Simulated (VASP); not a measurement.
W, 1 atom in the cell. Symmetry: Im-3m, No. 229, cubic system. Conventional cell: a = 3.150 Å, b = 3.150 Å, c = 3.150 Å, α = 90.00°, β = 90.00°, γ = 90.00°. Within 3.6 Å of W (site symmetry m-3m) lie 14 W at 2.73 to 3.15 Å. 

- Program: VASP 6.6.1
- Task: single point
- Functional: PBEsol
- Dispersion: D4
- Potentials or basis: VASP PAW PBE potentials, release 64 (W_sv)
- Cutoff: 500 eV
- k mesh: 8 × 8 × 8
- Occupations: gaussian, width 0.1 eV
- Spin: no spin polarisation
- Dipole correction: no
- Further INCAR settings: ALGO = Normal; EDIFF = 1e-06; NBANDS = 13

Potentials or basis: VASP PAW PBE potentials, release 64 (W_sv).

Command:

```bash
$ cat potpaw_PBE.64/W_sv/POTCAR > POTCAR
$ mpirun -np 1 vasp_std > vasp.out
```

Hardware: 1 thread of Intel Xeon 8259CL, with other jobs on the host.

Estimate the wall time of this run.

It took 7.6 s on 1 thread of Intel Xeon 8259CL (shared host), peak memory 0.13 GiB. Counts: scf iterations 11, k points 29.
